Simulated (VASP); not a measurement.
# HfTe4 (Pm-3m) in VASP: further runs

The runs below take HfTe4 through single point, with PBE.

Program: VASP 6.6.1. These are calculated values, not measurements. Logs are shortened: lines on timing, memory, paths and dates and some standing lists are left out, and cuts for length are marked.

### Step 1. The cell of the first run

It takes space group Pm-3m (No. 221, cubic). Conventional cell: a = 5.283 Å, b = 5.283 Å, c = 5.283 Å, α = 90.00°, β = 90.00°, γ = 90.00°. Within 4.9 Å of Hf (site symmetry m-3m) lie 20 Te at 3.74 to 4.57 Å. Within 3.5 Å of Te (site symmetry m-3m) lie 6 Te at 2.64 Å. Te (site symmetry 4/mmm) has 2 Te at 2.64 Å within 3.5 Å.

### Step 2. Single point, PBE

File INCAR:

```
PREC = Accurate ; ENCUT = 500
EDIFF = 1E-6 ; ISMEAR = 0
SIGMA = 0.1 ; LREAL = F
LASPH = T ; NELM = 120
ALGO = Normal ; ISIF = 2
LWAVE = F ; LCHARG = F
GGA = PE ; NBANDS = 25
GGA_COMPAT = F
```

File KPOINTS:

```
Automatic mesh
0
Gamma
  4 4 4
```

File POSCAR:

```
HfTe4
1.0
    5.2825585300      0.0000000000      0.0000000000
    0.0000000000      5.2825585300      0.0000000000
    0.0000000000      0.0000000000      5.2825585300
Hf Te
1 4
Direct
    0.0000000000      0.0000000000      0.0000000000
    0.5000000000      0.5000000000      0.5000000000
    0.0000000000      0.5000000000      0.5000000000
    0.5000000000      0.0000000000      0.5000000000
    0.5000000000      0.5000000000      0.0000000000
```

Potentials or basis: VASP PAW PBE potentials, release 64 (Hf_pv, Te).

Launch:

```bash
> cat potpaw_PBE.64/Hf_pv/POTCAR potpaw_PBE.64/Te/POTCAR > POTCAR
> mpirun -np 1 vasp_std > vasp.out
```

OUTCAR:

```text
PREC = Accurate
   ENCUT = 500
   EDIFF = 1E-6
   ISMEAR = 0
   LREAL = F
   LASPH = T
   NELM = 120
   ISIF = 2
   GGA = PE

 ion  position               nearest neighbor table
   1  0.000  0.000  0.000-   3 3.74   4 3.74   5 3.74   3 3.74   4 3.74   3 3.74   5 3.74   3 3.74
                             4 3.74   5 3.74   4 3.74   5 3.74
   2  0.500  0.500  0.500-   3 2.64   4 2.64   5 2.64   5 2.64   4 2.64   3 2.64
   3  0.000  0.500  0.500-   2 2.64   2 2.64   1 3.74   1 3.74   1 3.74   1 3.74
   4  0.500  0.000  0.500-   2 2.64   2 2.64   1 3.74   1 3.74   1 3.74   1 3.74
   5  0.500  0.500  0.000-   2 2.64   2 2.64   1 3.74   1 3.74   1 3.74   1 3.74

  LATTYP: Found a simple cubic cell.
 ALAT       =     5.2825585300

  Lattice vectors:

 A1 = (   5.2825585300,   0.0000000000,   0.0000000000)
 A2 = (   0.0000000000,   5.2825585300,   0.0000000000)
 A3 = (   0.0000000000,   0.0000000000,   5.2825585300)

Analysis of symmetry for initial positions (statically):
=====================================================================
 Subroutine PRICEL returns:
 Original cell was already a primitive cell.

 Routine SETGRP: Setting up the symmetry group for a
 simple cubic supercell.

 Subroutine GETGRP returns: Found 48 space group operations
 (whereof 48 operations were pure point group operations)
 out of a pool of 48 trial point group operations.

The static configuration has the point symmetry O_h .

Analysis of symmetry for dynamics (positions and initial velocities):
=====================================================================
 Subroutine PRICEL returns:
 Original cell was already a primitive cell.

 Routine SETGRP: Setting up the symmetry group for a
 simple cubic supercell.

 Subroutine GETGRP returns: Found 48 space group operations
 (whereof 48 operations were pure point group operations)
 out of a pool of 48 trial point group operations.

The dynamic configuration has the point symmetry O_h .

 Subroutine INISYM returns: Found 48 space group operations
 (whereof 48 operations are pure point group operations),
 and found     1 'primitive' translations

----------------------------------------------------------------------------------------

                                     Primitive cell

  volume of cell :     147.4120

  direct lattice vectors                    reciprocal lattice vectors
     5.282558530  0.000000000  0.000000000     0.189302209  0.000000000  0.000000000
     0.000000000  5.282558530  0.000000000     0.000000000  0.189302209  0.000000000
     0.000000000  0.000000000  5.282558530     0.000000000  0.000000000  0.189302209

  length of vectors
     5.282558530  5.282558530  5.282558530     0.189302209  0.189302209  0.189302209

  position of ions in fractional coordinates (direct lattice)
     0.000000000  0.000000000  0.000000000
     0.500000000  0.500000000  0.500000000
     0.000000000  0.500000000  0.500000000
     0.500000000  0.000000000  0.500000000
     0.500000000  0.500000000  0.000000000

  ion indices of the primitive-cell ions
   primitive index   ion index
                 1           1
                 2           2
                 3           3
                 4           4
                 5           5

----------------------------------------------------------------------------------------

 KPOINTS: Automatic mesh

Automatic generation of k-mesh.
 Grid dimensions read from file:
 generate k-points for:    4    4    4

 Generating k-lattice:

  Cartesian coordinates                     Fractional coordinates (reciprocal lattice)
     0.047325552  0.000000000  0.000000000     0.250000000  0.000000000  0.000000000
     0.000000000  0.047325552  0.000000000     0.000000000  0.250000000  0.000000000
     0.000000000  0.000000000  0.047325552     0.000000000  0.000000000  0.250000000

  Length of vectors
     0.047325552  0.047325552  0.047325552

  Shift w.r.t. Gamma in fractional coordinates (k-lattice)
     0.000000000  0.000000000  0.000000000

 Subroutine IBZKPT returns following result:
 ===========================================

 Found     10 irreducible k-points:

 Following reciprocal coordinates:
            Coordinates               Weight
  0.000000  0.000000  0.000000      1.000000
  0.250000  0.000000  0.000000      6.000000
  0.500000  0.000000  0.000000      3.000000
  0.250000  0.250000  0.000000     12.000000
  0.500000  0.250000  0.000000     12.000000
  0.500000  0.500000  0.000000      3.000000
  0.250000  0.250000  0.250000      8.000000
  0.500000  0.250000  0.250000     12.000000
  0.500000  0.500000  0.250000      6.000000
  0.500000  0.500000  0.500000      1.000000
   k-points           NKPTS =     10   k-points in BZ     NKDIM =     10   number of bands    NBANDS=     25
   number of dos      NEDOS =    301   number of ions     NIONS =      5
   total plane-waves  NPLWV =  64000
   dimension x,y,z NGX =    40 NGY =   40 NGZ =   40
   dimension x,y,z NGXF=    80 NGYF=   80 NGZF=   80
   ions per type =               1   4
   NGX,Y,Z   is equivalent  to a cutoff of  12.59, 12.59, 12.59 a.u.
   NGXF,Y,Z  is equivalent  to a cutoff of  25.18, 25.18, 25.18 a.u.
 SYSTEM =  unknown system
   PREC   = accura    normal or accurate (medium, high low for compatibility)
   ISTART =      0    job   : 0-new  1-cont  2-samecut
   ICHARG =      2    charge: 1-file 2-atom 10-const
   ISPIN  =      1    spin polarized calculation?
   LNONCOLLINEAR =      F non collinear calculations
   LSORBIT =      F    spin-orbit coupling
   LASPH  =      T    aspherical Exc in radial PAW
   ENCUT  =  500.0 eV  36.75 Ry    6.06 a.u.   9.63  9.63  9.63*2*pi/ulx,y,z
   NELM   =    120;   NELMIN=  2; NELMDL= -5     # of ELM steps
   EDIFF  = 0.1E-05   stopping-criterion for ELM
   LREAL  =      F    real-space projection
   EDIFFG = 0.1E-04   stopping-criterion for IOM
   NSW    =      0    number of steps for IOM
   IBRION =     -1    ionic relax: 0-MD 1-quasi-New 2-CG
   NFREE  =      0    steps in history (QN), initial steepest desc. (CG)
   ISIF   =      2    stress and relaxation
   ISYM   =      2    0-nonsym 1-usesym 2-fastsym
   POTIM  = 0.5000    time-step for ionic-motion
   TEBEG  =    0.0;   TEEND  =   0.0 temperature during run
   PSTRESS=    0.0 pullay stress
   NELECT =      34.0000    total number of electrons
   NUPDOWN=      -1.0000    fix difference up-down
   EMIN   =  10.00;   EMAX   =-10.00  energy-range for DOS
   EFERMI =   0.00;   METHOD = LEGACY
   ISMEAR =     0;   SIGMA  =   0.10  broadening in eV -4-tet -1-fermi 0-gaus
   EFERMI_NEDOS =   21; number of points for ismear=-14 and -15
   IALGO  =     38    algorithm
   IMIX   =      4    mixing-type and parameters
     AMIX     =   0.40;   BMIX     =  1.00
     AMIX_MAG =   1.60;   BMIX_MAG =  1.00
  volume/ion in A,a.u.               =      29.48       198.96
  Fermi-wavevector in a.u.,A,eV,Ry     =   1.003976  1.897240 13.714244  1.007969
  Thomas-Fermi vector in A             =   2.136563
   LORBIT       =      0    0 simple, 1 ext, 2 COOP (PROOUT), +10 PAW based schemes
   GGA     = PE    functional components
   LHFCALC =     F    Hartree Fock is set to
   AEXX    =    0.0000 exact exchange contribution
   IVDW    =     0    specifies the selected vdW correction
   LEPSILON=     F    determine dielectric tensor
   LRPA    =     F    only Hartree local field effects (RPA)
 non-spin polarized calculation
 Gauss-broadening in eV      SIGMA  =   0.10
  energy-cutoff  :      500.00
  volume of cell :      147.41
 maximum number of plane-waves:      3840
 NGX is ok and might be reduce to    40
   NGX = 19   NGY = 19   NGZ = 19

 number of electron      33.9999995 magnetization

 Free energy of the ion-electron system (eV)
  ---------------------------------------------------
  ext. energy  EPLUGINS =         0.00000000
  ---------------------------------------------------
  free energy    TOTEN  =       -17.11422650 eV

  energy without entropy =      -17.09547271  energy(sigma->0) =      -17.10484961

 E-fermi :   6.9088     XC(G=0):  -9.7636

 val. band max:        6.8934749849   @ k =   0.2500   0.2500   0.2500
 cond. band min:       6.9632987499   @ k =   0.2500   0.0000   0.0000
 fundamental gap:      0.0698237651
 Fermi energy:         6.9087511076

 k-point     1 :       0.0000    0.0000    0.0000
  band No.  band energies     occupation
      1     -26.2330      2.00000
      2     -26.2330      2.00000
      3     -26.2330      2.00000
      4      -8.6281      2.00000
      5      -3.8136      2.00000
      6      -3.8136      2.00000
[... 17 lines left out ...]
     24      10.7694      0.00000
     25      10.7694      0.00000

 k-point     2 :       0.2500    0.0000    0.0000
  band No.  band energies     occupation
      1     -26.2333      2.00000
      2     -26.2330      2.00000
      3     -26.2330      2.00000
      4      -8.4508      2.00000
      5      -4.6086      2.00000
      6      -3.7891      2.00000
[... 17 lines left out ...]
     24      10.5007      0.00000
     25      11.6827      0.00000

 k-point     3 :       0.5000    0.0000    0.0000
  band No.  band energies     occupation
      1     -26.2336      2.00000
      2     -26.2329      2.00000
      3     -26.2329      2.00000
      4      -8.2257      2.00000
      5      -5.3150      2.00000
      6      -3.7641      2.00000
[... 17 lines left out ...]
     24      10.0344      0.00000
     25      10.2440      0.00000

 k-point     4 :       0.2500    0.2500    0.0000
  band No.  band energies     occupation
      1     -26.2333      2.00000
      2     -26.2333      2.00000
      3     -26.2329      2.00000
      4      -8.2653      2.00000
      5      -4.6774      2.00000
      6      -4.3881      2.00000
[... 17 lines left out ...]
     24      10.5172      0.00000
     25      11.2951      0.00000

 k-point     5 :       0.5000    0.2500    0.0000
  band No.  band energies     occupation
      1     -26.2336      2.00000
      2     -26.2332      2.00000
      3     -26.2329      2.00000
      4      -8.0255      2.00000
      5      -5.2645      2.00000
      6      -4.4699      2.00000
[... 17 lines left out ...]
     24      10.5998      0.00000
     25      10.6151      0.00000

 k-point     6 :       0.5000    0.5000    0.0000
  band No.  band energies     occupation
      1     -26.2335      2.00000
      2     -26.2335      2.00000
      3     -26.2329      2.00000
      4      -7.7580      2.00000
      5      -5.2119      2.00000
      6      -5.2119      2.00000
[... 17 lines left out ...]
     24       8.5237      0.00000
     25       9.4872      0.00000

 k-point     7 :       0.2500    0.2500    0.2500
  band No.  band energies     occupation
      1     -26.2332      2.00000
      2     -26.2332      2.00000
      3     -26.2332      2.00000
      4      -8.0684      2.00000
      5      -4.6480      2.00000
      6      -4.6480      2.00000
[... 17 lines left out ...]
     24      10.1889      0.00000
     25      10.1889      0.00000

 k-point     8 :       0.5000    0.2500    0.2500
  band No.  band energies     occupation
      1     -26.2335      2.00000
      2     -26.2332      2.00000
      3     -26.2332      2.00000
      4      -7.8077      2.00000
      5      -5.2241      2.00000
      6      -4.6178      2.00000
[... 17 lines left out ...]
     24      10.3742      0.00000
     25      10.9690      0.00000

 k-point     9 :       0.5000    0.5000    0.2500
  band No.  band energies     occupation
      1     -26.2335      2.00000
      2     -26.2335      2.00000
      3     -26.2332      2.00000
      4      -7.5050      2.00000
      5      -5.1825      2.00000
      6      -5.1825      2.00000
[... 17 lines left out ...]
     24       8.3022      0.00000
     25      10.8357      0.00000

 k-point    10 :       0.5000    0.5000    0.5000
  band No.  band energies     occupation
      1     -26.2335      2.00000
      2     -26.2335      2.00000
      3     -26.2335      2.00000
      4      -7.1196      2.00000
      5      -5.1525      2.00000
      6      -5.1525      2.00000
[... 17 lines left out ...]
     24       7.5250      0.00000
     25       8.3974      0.00000

------------------------ aborting loop because EDIFF is reached ----------------------------------------

  FORCE on cell =-STRESS in cart. coord.  units (eV):
  Direction    XX          YY          ZZ          XY          YZ          ZX
  --------------------------------------------------------------------------------------
  -------------------------------------------------------------------------------------
  Total       11.7031193     11.7031193     11.7031193      0.0000000     -0.0000000      0.0000000
  in kB      127.1977005    127.1977005    127.1977005      0.0000000     -0.0000000      0.0000000
  external PRESSURE =     127.1977005 kB  Pullay stress =       0.0000000 kB

 VOLUME and BASIS-vectors are now :
 -----------------------------------------------------------------------------
  energy-cutoff  :      500.00
  volume of cell :      147.41
      direct lattice vectors                 reciprocal lattice vectors
     5.282558530  0.000000000  0.000000000     0.189302209  0.000000000  0.000000000
     0.000000000  5.282558530  0.000000000     0.000000000  0.189302209  0.000000000
     0.000000000  0.000000000  5.282558530     0.000000000  0.000000000  0.189302209

 POSITION                                       TOTAL-FORCE (eV/Angst)
 -----------------------------------------------------------------------------------
      0.00000      0.00000      0.00000         0.000000      0.000000      0.000000
      2.64128      2.64128      2.64128         0.000000      0.000000      0.000000
      0.00000      2.64128      2.64128         0.000000      0.000000      0.000000
      2.64128      0.00000      2.64128         0.000000      0.000000      0.000000
      2.64128      2.64128      0.00000         0.000000      0.000000      0.000000
 -----------------------------------------------------------------------------------
    total drift:                                0.000000     -0.000000     -0.000000

  FREE ENERGIE OF THE ION-ELECTRON SYSTEM (eV)
  ---------------------------------------------------
  free  energy   TOTEN  =       -17.1142265013 eV

  energy  without entropy=      -17.0954727089  energy(sigma->0) =      -17.10484961
```

It took 42 s on 1 thread of Intel Xeon Platinum 8259CL at 2.50GHz (Skylake/Cascade Lake), shared host; peak memory 0.25 GiB.

What came out:

* Free energy: -17.1142 eV
* Pressure: 12.7 GPa
* Band gap on the k mesh: zero (band 17 reaches 7.32 eV, above the bottom of band 18 at 6.59 eV)

Levels at points of the mesh, in eV from the Fermi level:
| k point | band 13 | band 14 | band 15 | band 16 | band 17 | band 18 | band 19 | band 20 | band 21 | band 22 |
| --- | --- | --- | --- | --- | --- | --- | --- | --- | --- | --- |
| (0.00, 0.00, 0.00) | -1.63 | -1.45 | -1.45 | -1.45 | -0.78 | -0.07 | -0.07 | -0.02 | -0.02 | -0.02 |
| (0.50, 0.00, 0.00) | -2.69 | -1.94 | -1.94 | -1.42 | -0.72 | 0.13 | 0.69 | 1.55 | 1.60 | 1.60 |
| (0.50, 0.50, 0.00) | -2.75 | -1.64 | -0.70 | -0.70 | -0.39 | -0.32 | -0.09 | 1.53 | 1.53 | 1.58 |
| (0.50, 0.50, 0.50) | -1.60 | -0.94 | -0.94 | -0.94 | 0.41 | 0.41 | 0.41 | 0.47 | 0.47 | 0.47 |

Caveat: spin-orbit coupling is left out, which moves the levels of the heavy elements.

### Step 3. Single point, PBE

This run uses another cell than the first one, of 35.82 Å³/atom, 1.215 times its volume.

File INCAR:

```
PREC = Accurate ; ENCUT = 500
EDIFF = 1E-6 ; ISMEAR = 0
SIGMA = 0.1 ; LREAL = F
LASPH = T ; NELM = 120
ALGO = Normal ; ISIF = 2
LWAVE = F ; LCHARG = T
GGA = PE ; LELF = T
LVHAR = T ; NBANDS = 25
GGA_COMPAT = F
```

File KPOINTS:

```
regular mesh
0
Gamma
  4 4 4
```

Edit POSCAR of step 2 so:

```diff
@@ -2,5 +2,5 @@
 1.0
-    5.2825585300      0.0000000000      0.0000000000
-    0.0000000000      5.2825585300      0.0000000000
-    0.0000000000      0.0000000000      5.2825585300
+    5.6370184830      0.0000000000      0.0000000000
+    0.0000000000      5.6370184830      0.0000000000
+    0.0000000000      0.0000000000      5.6370184830
 Hf Te
```

Potentials or basis: VASP PAW PBE potentials, release 64 (Hf_pv, Te).

Launch:

```bash
> cat potpaw_PBE.64/Hf_pv/POTCAR potpaw_PBE.64/Te/POTCAR > POTCAR
> mpirun -np 1 vasp_std > vasp.out
```

It took 62 s on 1 thread of Intel Xeon Platinum 8259CL at 2.50GHz (Skylake/Cascade Lake), shared host; peak memory 0.26 GiB.

It converged, with:

| Item | Value |
| --- | --- |
| Free energy | -18.1572 eV |
| Pressure | 0.0 GPa |
| Band gap on the k mesh | zero (band 17 reaches 4.99 eV, above the bottom of band 18 at 4.39 eV) |

Levels at points of the mesh, in eV from the Fermi level:
| k point | band 14 | band 15 | band 16 | band 17 | band 18 | band 19 | band 20 | band 21 |
| --- | --- | --- | --- | --- | --- | --- | --- | --- |
| (0.00, 0.00, 0.00) | -1.21 | -1.06 | -1.06 | -1.06 | 0.02 | 0.02 | 0.09 | 0.09 |
| (0.50, 0.00, 0.00) | -1.47 | -1.47 | -1.29 | -0.76 | 0.16 | 0.45 | 1.10 | 1.15 |
| (0.50, 0.50, 0.00) | -1.34 | -0.63 | -0.63 | -0.45 | -0.26 | -0.13 | 0.89 | 1.06 |
| (0.50, 0.50, 0.50) | -1.06 | -1.06 | -1.06 | 0.27 | 0.27 | 0.27 | 0.29 | 0.29 |

Caveat: spin-orbit coupling is left out, which moves the levels of the heavy elements.
